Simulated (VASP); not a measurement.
# LiBr (Fm-3m) in VASP: further runs

The runs below take LiBr through single point, with PBE, PBEsol, r2SCAN.

Program: VASP 6.6.1. These are calculated values, not measurements. Logs are shortened: lines on timing, memory, paths and dates and some standing lists are left out, and cuts for length are marked.

### Step 1. The cell of the first run

Symmetry: Fm-3m, No. 225, cubic system. The conventional cell has a = 5.479 Å, b = 5.479 Å, c = 5.479 Å, α = 90.00°, β = 90.00°, γ = 90.00°. Li (site symmetry m-3m) has 6 Br at 2.74 Å within 3.6 Å. Br (site symmetry m-3m) has 6 Li at 2.74 Å within 3.6 Å.

### Step 2. Single point, PBE

INCAR

```
PREC     = Accurate       # precision mode
ENCUT    = 750            # plane-wave cutoff, eV
EDIFF    = 1E-6           # SCF threshold, eV
ISMEAR   = 0              # smearing method
SIGMA    = 0.01           # smearing width, eV
LREAL    = False          # projectors in reciprocal space
LASPH    = True           # aspherical terms in the spheres
NELM     = 120            # most SCF steps
ALGO     = Normal         # electronic algorithm
ISIF     = 2              # what is computed and relaxed
LWAVE    = False          # write WAVECAR
LCHARG   = False          # write CHGCAR
GGA      = PE             # functional
NBANDS   = 12             # bands
GGA_COMPAT= False
```

KPOINTS

```
Automatic mesh
0
Gamma
  6 6 6
```

POSCAR

```
LiBr
1.0
    0.0000000000      2.7395650468      2.7395650468
    2.7395650468      0.0000000000      2.7395650468
    2.7395650468      2.7395650468      0.0000000000
Li Br
1 1
Direct
    0.0000000000      0.0000000000      0.0000000000
    0.5000000000      0.5000000000      0.5000000000
```

Potentials or basis: VASP PAW PBE potentials, release 64 (Li_sv, Br).

Launch:

```
$ cat potpaw_PBE.64/Li_sv/POTCAR potpaw_PBE.64/Br/POTCAR > POTCAR
$ mpirun -np 1 vasp_std > vasp.out
```

OUTCAR:

```text
PREC = Accurate
   ENCUT = 750
   EDIFF = 1E-6
   ISMEAR = 0
   LREAL = False
   LASPH = True
   NELM = 120
   ISIF = 2
   GGA = PE

 ion  position               nearest neighbor table
   1  0.000  0.000  0.000-
   2  0.500  0.500  0.500-

  LATTYP: Found a face centered cubic cell.
 ALAT       =     5.4791300936

  Lattice vectors:

 A1 = (   0.0000000000,   2.7395650468,   2.7395650468)
 A2 = (   2.7395650468,   0.0000000000,   2.7395650468)
 A3 = (   2.7395650468,   2.7395650468,   0.0000000000)

Analysis of symmetry for initial positions (statically):
=====================================================================
 Subroutine PRICEL returns:
 Original cell was already a primitive cell.

 Routine SETGRP: Setting up the symmetry group for a
 face centered cubic supercell.

 Subroutine GETGRP returns: Found 48 space group operations
 (whereof 48 operations were pure point group operations)
 out of a pool of 48 trial point group operations.

The static configuration has the point symmetry O_h .

Analysis of symmetry for dynamics (positions and initial velocities):
=====================================================================
 Subroutine PRICEL returns:
 Original cell was already a primitive cell.

 Routine SETGRP: Setting up the symmetry group for a
 face centered cubic supercell.

 Subroutine GETGRP returns: Found 48 space group operations
 (whereof 48 operations were pure point group operations)
 out of a pool of 48 trial point group operations.

The dynamic configuration has the point symmetry O_h .

 Subroutine INISYM returns: Found 48 space group operations
 (whereof 48 operations are pure point group operations),
 and found     1 'primitive' translations

----------------------------------------------------------------------------------------

                                     Primitive cell

  volume of cell :      41.1221

  direct lattice vectors                    reciprocal lattice vectors
     0.000000000  2.739565047  2.739565047    -0.182510724  0.182510724  0.182510724
     2.739565047  0.000000000  2.739565047     0.182510724 -0.182510724  0.182510724
     2.739565047  2.739565047  0.000000000     0.182510724  0.182510724 -0.182510724

  length of vectors
     3.874330044  3.874330044  3.874330044     0.316117847  0.316117847  0.316117847

  position of ions in fractional coordinates (direct lattice)
     0.000000000  0.000000000  0.000000000
     0.500000000  0.500000000  0.500000000

  ion indices of the primitive-cell ions
   primitive index   ion index
                 1           1
                 2           2

----------------------------------------------------------------------------------------

 KPOINTS: Automatic mesh

Automatic generation of k-mesh.
 Grid dimensions read from file:
 generate k-points for:    6    6    6

 Generating k-lattice:

  Cartesian coordinates                     Fractional coordinates (reciprocal lattice)
    -0.030418454  0.030418454  0.030418454     0.166666667  0.000000000  0.000000000
     0.030418454 -0.030418454  0.030418454     0.000000000  0.166666667  0.000000000
     0.030418454  0.030418454 -0.030418454     0.000000000  0.000000000  0.166666667

  Length of vectors
     0.052686308  0.052686308  0.052686308

  Shift w.r.t. Gamma in fractional coordinates (k-lattice)
     0.000000000  0.000000000  0.000000000

 Subroutine IBZKPT returns following result:
 ===========================================

 Found     16 irreducible k-points:

 Following reciprocal coordinates:
            Coordinates               Weight
  0.000000  0.000000  0.000000      1.000000
  0.166667  0.000000  0.000000      8.000000
  0.333333  0.000000  0.000000      8.000000
  0.500000  0.000000  0.000000      4.000000
  0.166667  0.166667  0.000000      6.000000
  0.333333  0.166667  0.000000     24.000000
[... 8 lines left out ...]
 -0.333333  0.333333  0.166667     24.000000
 -0.333333  0.500000  0.166667     12.000000
   k-points           NKPTS =     16   k-points in BZ     NKDIM =     16   number of bands    NBANDS=     12
   number of dos      NEDOS =    301   number of ions     NIONS =      2
   total plane-waves  NPLWV =  46656
   dimension x,y,z NGX =    36 NGY =   36 NGZ =   36
   dimension x,y,z NGXF=    72 NGYF=   72 NGZF=   72
   ions per type =               1   1
   NGX,Y,Z   is equivalent  to a cutoff of  15.45, 15.45, 15.45 a.u.
   NGXF,Y,Z  is equivalent  to a cutoff of  30.89, 30.89, 30.89 a.u.
 SYSTEM =  unknown system
   PREC   = accura    normal or accurate (medium, high low for compatibility)
   ISTART =      0    job   : 0-new  1-cont  2-samecut
   ICHARG =      2    charge: 1-file 2-atom 10-const
   ISPIN  =      1    spin polarized calculation?
   LNONCOLLINEAR =      F non collinear calculations
   LSORBIT =      F    spin-orbit coupling
   LASPH  =      T    aspherical Exc in radial PAW
   ENCUT  =  750.0 eV  55.12 Ry    7.42 a.u.   8.65  8.65  8.65*2*pi/ulx,y,z
   NELM   =    120;   NELMIN=  2; NELMDL= -5     # of ELM steps
   EDIFF  = 0.1E-05   stopping-criterion for ELM
   LREAL  =      F    real-space projection
   EDIFFG = 0.1E-04   stopping-criterion for IOM
   NSW    =      0    number of steps for IOM
   IBRION =     -1    ionic relax: 0-MD 1-quasi-New 2-CG
   NFREE  =      0    steps in history (QN), initial steepest desc. (CG)
   ISIF   =      2    stress and relaxation
   ISYM   =      2    0-nonsym 1-usesym 2-fastsym
   POTIM  = 0.5000    time-step for ionic-motion
   TEBEG  =    0.0;   TEEND  =   0.0 temperature during run
   PSTRESS=    0.0 pullay stress
   NELECT =      10.0000    total number of electrons
   NUPDOWN=      -1.0000    fix difference up-down
   EMIN   =  10.00;   EMAX   =-10.00  energy-range for DOS
   EFERMI =   0.00;   METHOD = LEGACY
   ISMEAR =     0;   SIGMA  =   0.01  broadening in eV -4-tet -1-fermi 0-gaus
   EFERMI_NEDOS =   21; number of points for ismear=-14 and -15
   IALGO  =     38    algorithm
   IMIX   =      4    mixing-type and parameters
     AMIX     =   0.40;   BMIX     =  1.00
     AMIX_MAG =   1.60;   BMIX_MAG =  1.00
  volume/ion in A,a.u.               =      20.56       138.75
  Fermi-wavevector in a.u.,A,eV,Ry     =   1.021841  1.930999 14.206639  1.044159
  Thomas-Fermi vector in A             =   2.155487
   LORBIT       =      0    0 simple, 1 ext, 2 COOP (PROOUT), +10 PAW based schemes
   GGA     = PE    functional components
   LHFCALC =     F    Hartree Fock is set to
   AEXX    =    0.0000 exact exchange contribution
   IVDW    =     0    specifies the selected vdW correction
   LEPSILON=     F    determine dielectric tensor
   LRPA    =     F    only Hartree local field effects (RPA)
 non-spin polarized calculation
 Gauss-broadening in eV      SIGMA  =   0.01
  energy-cutoff  :      750.00
  volume of cell :       41.12
 maximum number of plane-waves:      1936
 NGX is ok and might be reduce to    36
   NGX = 17   NGY = 17   NGZ = 17

 number of electron      10.0000001 magnetization

 Free energy of the ion-electron system (eV)
  ---------------------------------------------------
  ext. energy  EPLUGINS =         0.00000000
  ---------------------------------------------------
  free energy    TOTEN  =        -6.64022562 eV

  energy without entropy =       -6.64022562  energy(sigma->0) =       -6.64022562

 E-fermi :   0.4878     XC(G=0):  -8.4758

 val. band max:        0.3962386403   @ k =   0.0000   0.0000   0.0000
 cond. band min:       5.3907366224   @ k =   0.0000   0.0000   0.0000
 fundamental gap:      4.9944979822
 Fermi energy:         0.4877834512

 k-point     1 :       0.0000    0.0000    0.0000
  band No.  band energies     occupation
      1     -43.9835      2.00000
      2     -13.0770      2.00000
      3       0.3962      2.00000
      4       0.3962      2.00000
      5       0.3962      2.00000
      6       5.3907      0.00000
      7      10.9061      0.00000
      8      10.9061      0.00000
      9      10.9061      0.00000
     10      12.6906      0.00000
     11      12.6906      0.00000
     12      12.6906      0.00000

 k-point     2 :       0.1667    0.0000    0.0000
  band No.  band energies     occupation
      1     -43.9832      2.00000
      2     -12.9647      2.00000
      3      -0.5572      2.00000
      4       0.3235      2.00000
      5       0.3235      2.00000
      6       6.1681      0.00000
      7       9.9888      0.00000
      8      10.3754      0.00000
      9      10.3754      0.00000
     10      11.9960      0.00000
     11      11.9960      0.00000
     12      13.1823      0.00000

 k-point     3 :       0.3333    0.0000    0.0000
  band No.  band energies     occupation
      1     -43.9827      2.00000
      2     -12.7226      2.00000
      3      -1.9503      2.00000
      4       0.1903      2.00000
      5       0.1903      2.00000
      6       6.2810      0.00000
      7       9.0016      0.00000
      8       9.0016      0.00000
      9      10.9991      0.00000
     10      13.7303      0.00000
     11      13.8892      0.00000
     12      13.8892      0.00000
[... 166 lines left out ...]
 k-point    15 :      -0.3333    0.3333    0.1667
  band No.  band energies     occupation
      1     -43.9821      2.00000
      2     -12.4487      2.00000
      3      -2.0567      2.00000
      4      -1.4012      2.00000
      5      -0.4521      2.00000
      6       8.0923      0.00000
      7       8.3088      0.00000
      8      10.1278      0.00000
      9      10.5433      0.00000
     10      13.6666      0.00000
     11      14.4476      0.00000
     12      17.4192      0.00000

 k-point    16 :      -0.3333    0.5000    0.1667
  band No.  band energies     occupation
      1     -43.9820      2.00000
      2     -12.3976      2.00000
      3      -2.1839      2.00000
      4      -1.3227      2.00000
      5      -0.7640      2.00000
      6       7.5738      0.00000
      7       8.7175      0.00000
      8      10.2229      0.00000
      9      11.0047      0.00000
     10      13.5761      0.00000
     11      15.7300      0.00000
     12      17.7387      0.00000

------------------------ aborting loop because EDIFF is reached ----------------------------------------

  FORCE on cell =-STRESS in cart. coord.  units (eV):
  Direction    XX          YY          ZZ          XY          YZ          ZX
  --------------------------------------------------------------------------------------
  -------------------------------------------------------------------------------------
  Total        0.1073760      0.1073760      0.1073760      0.0000000     -0.0000000      0.0000000
  in kB        4.1835321      4.1835321      4.1835321      0.0000000     -0.0000000      0.0000000
  external PRESSURE =       4.1835321 kB  Pullay stress =       0.0000000 kB

 VOLUME and BASIS-vectors are now :
 -----------------------------------------------------------------------------
  energy-cutoff  :      750.00
  volume of cell :       41.12
      direct lattice vectors                 reciprocal lattice vectors
     0.000000000  2.739565047  2.739565047    -0.182510724  0.182510724  0.182510724
     2.739565047  0.000000000  2.739565047     0.182510724 -0.182510724  0.182510724
     2.739565047  2.739565047  0.000000000     0.182510724  0.182510724 -0.182510724

 POSITION                                       TOTAL-FORCE (eV/Angst)
 -----------------------------------------------------------------------------------
      0.00000      0.00000      0.00000         0.000000      0.000000      0.000000
      2.73957      2.73957      2.73957        -0.000000     -0.000000     -0.000000
 -----------------------------------------------------------------------------------
    total drift:                                0.000000      0.000000      0.000000

  FREE ENERGIE OF THE ION-ELECTRON SYSTEM (eV)
  ---------------------------------------------------
  free  energy   TOTEN  =        -6.6402256180 eV

  energy  without entropy=       -6.6402256180  energy(sigma->0) =       -6.64022562
```

Run time: 16 s. Hardware: 1 thread of Intel Xeon 8259CL, shared host; peak memory 0.21 GiB.

What came out:

```
Free energy            : -6.6402 eV
Pressure               : 0.4 GPa
Band gap on the k mesh : 4.99 eV
```

Levels at points of the mesh, in eV from the valence-band top:
```tsv
k point	band 2	band 3	band 4	band 5	band 6	band 7	band 8	band 9
(0.00, 0.00, 0.00)	-13.47	0.00	0.00	0.00	4.99	10.51	10.51	10.51
(0.50, 0.00, 0.00)	-12.99	-2.93	-0.27	-0.27	5.63	8.11	8.11	11.87
(0.50, 0.50, 0.00)	-12.79	-2.93	-1.16	-1.16	6.26	7.09	11.72	12.52
```

### Step 3. Single point, PBEsol

INCAR

```
SYSTEM = LiBr
ALGO = Normal
EDIFF = 1E-6
ENCUT = 750
GGA = PS
GGA_COMPAT = .FALSE.
ISIF = 2
ISMEAR = 0
LASPH = .TRUE.
LCHARG = .TRUE.
LELF = .TRUE.
LREAL = .FALSE.
LVHAR = .TRUE.
LWAVE = .FALSE.
NBANDS = 12
NELM = 120
PREC = Accurate
SIGMA = 0.01
```

KPOINTS

```
k-points
0
G
  6 6 6
  0 0 0
```

POSCAR is that of step 2.

Potentials or basis: VASP PAW PBE potentials, release 64 (Li_sv, Br).

Launch:

```
$ cat potpaw_PBE.64/Li_sv/POTCAR potpaw_PBE.64/Br/POTCAR > POTCAR
$ mpirun -np 1 vasp_std > vasp.out
```

Wall time 19 s (1 thread of Intel Xeon 8259CL, shared host); peak memory 0.2 GiB.

Results (log left out):

| Quantity | Value |
| --- | --- |
| Free energy | -6.9301 eV |
| Pressure | -1.0 GPa |
| Band gap on the k mesh | 4.82 eV |

Levels at points of the mesh, in eV from the valence-band top:
```tsv
k point	band 1	band 2	band 3	band 4	band 5	band 6	band 7	band 8	band 9	band 10
(0.00, 0.00, 0.00)	-43.65	-13.50	0.00	0.00	0.00	4.82	10.40	10.40	10.40	12.22
(0.50, 0.00, 0.00)	-43.65	-13.01	-2.98	-0.27	-0.27	5.46	8.03	8.03	11.78	13.90
(0.50, 0.50, 0.00)	-43.65	-12.81	-2.99	-1.18	-1.18	6.17	6.92	11.59	12.43	12.43
```

Caveat: the PAW data sets were made with another functional, which shifts forces and pressure a little.

### Step 4. Single point, r2SCAN

POSCAR is that of step 3.

INCAR.step1

```
PREC = Accurate
ENCUT = 830
ISMEAR = 0
SIGMA = 0.01
LREAL = False
LASPH = True
NELM = 120
NBANDS = 12
GGA = PE
ALGO = Normal
EDIFF = 1E-5
LWAVE = True
LCHARG = False
GGA_COMPAT = False
```

INCAR.step2

```
PREC = Accurate
ENCUT = 830
EDIFF = 1E-6
ISMEAR = 0
SIGMA = 0.01
LREAL = False
LASPH = True
NELM = 120
ALGO = Normal
ISIF = 2
LWAVE = False
LCHARG = False
METAGGA = R2SCAN
LMIXTAU = True
NBANDS = 12
ISTART = 1
GGA_COMPAT = False
```

KPOINTS

```
Automatic mesh
0
Gamma
  6 6 6
```

Launch:

```
$ cat potpaw_PBE.64/Li_sv/POTCAR potpaw_PBE.64/Br/POTCAR > POTCAR
$ cp INCAR.step1 INCAR
$ mpirun -np 1 vasp_std > vasp.out
$ cp INCAR.step2 INCAR
$ mpirun -np 1 vasp_std > vasp.out
```

Wall time 1.7 min (1 thread of Intel Xeon 8259CL, shared host); peak memory 0.22 GiB.

It converged, with:

```yaml
Free_energy: -19.1510 eV
Pressure: -0.4 GPa
Band_gap_on_the_k_mesh: 5.93 eV
```

Levels at points of the mesh, in eV from the valence-band top:
```
           k point  band 2  band 3  band 4  band 5  band 6  band 7  band 8  band 9
(0.00, 0.00, 0.00)  -13.94    0.00    0.00    0.00    5.93   11.23   11.23   11.23
(0.50, 0.00, 0.00)  -13.44   -2.94   -0.28   -0.28    6.40    8.89    8.89   13.10
(0.50, 0.50, 0.00)  -13.23   -2.96   -1.18   -1.18    7.11    7.73   12.82   13.73
```

Caveat: the PAW data sets were made with another functional, which shifts forces and pressure a little.

### Step 5. Summary

```csv
level,cutoff (eV),gap on the mesh (eV),pressure (GPa)
PBE,750,4.99,0.4
PBEsol,750,4.82,-1.0
r2SCAN,830,5.93,-0.4
```

Alike in all rows: task single point; potentials or basis VASP PAW PBE potentials, release 64 (Li_sv, Br); no spin polarisation; cell as given; k mesh 6 × 6 × 6; smearing gaussian 0.01 eV.

On the cell as given the gap runs from 4.82 eV (PBEsol) to 5.93 eV (r2SCAN). The pressure there spans -1.0 GPa (PBEsol) to 0.4 GPa (PBE); a positive pressure means that this level wants a larger cell, a negative one a smaller.

Caveats: the PAW data sets were made with another functional, which shifts forces and pressure a little (at least some runs).

Absolute energies hang on the potentials; compare differences alone.
